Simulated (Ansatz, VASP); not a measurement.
Si2C: VASP beside Ansatz

```
Si C
1.0
     6.21381    0.00000    0.00000
    -3.10691    5.38132    0.00000
     0.00000    0.00000    3.83907
Si C
6 3
Direct
  0.27069 0.31412 0.40462
  0.68588 0.95658 0.73795
  0.04342 0.72931 0.07128
  0.68588 0.72931 0.26205
  0.04342 0.31412 0.92872
  0.27069 0.95658 0.59538
  0.62755 0.37245 0.33333
  0.62755 0.25510 0.66667
  0.74490 0.37245 0.00000
```

Alike in both runs: task relaxation of cell and atoms; functional PBE; k mesh 6 × 6 × 10; occupations gaussian, width 0.1 eV; no spin polarisation.

|  | VASP | Ansatz |
| --- | --- | --- |
| version | VASP 6.6.1 | Ansatz 0.2.0 |
| potentials or method | VASP PAW PBE potentials, release 64 (Si, C), cutoff 600 eV | scalar-relativistic, plane waves, PAW |
| valence electrons in the cell | 36 | 36 |

|  | VASP | Ansatz | Ansatz less VASP |
| --- | --- | --- | --- |
| gap on the k mesh at the Fermi level, each at its own relaxed structure (eV) | none | none | - |
| relaxed volume (Å³/atom) | 14.28 | 14.29 | +0.018 |
| relaxed length of the cell vector where the two differ most in proportion (Å) | 6.213 | 6.217 | +0.0037 |

A gap of «none» marks a metal or a gap that the smearing closes.
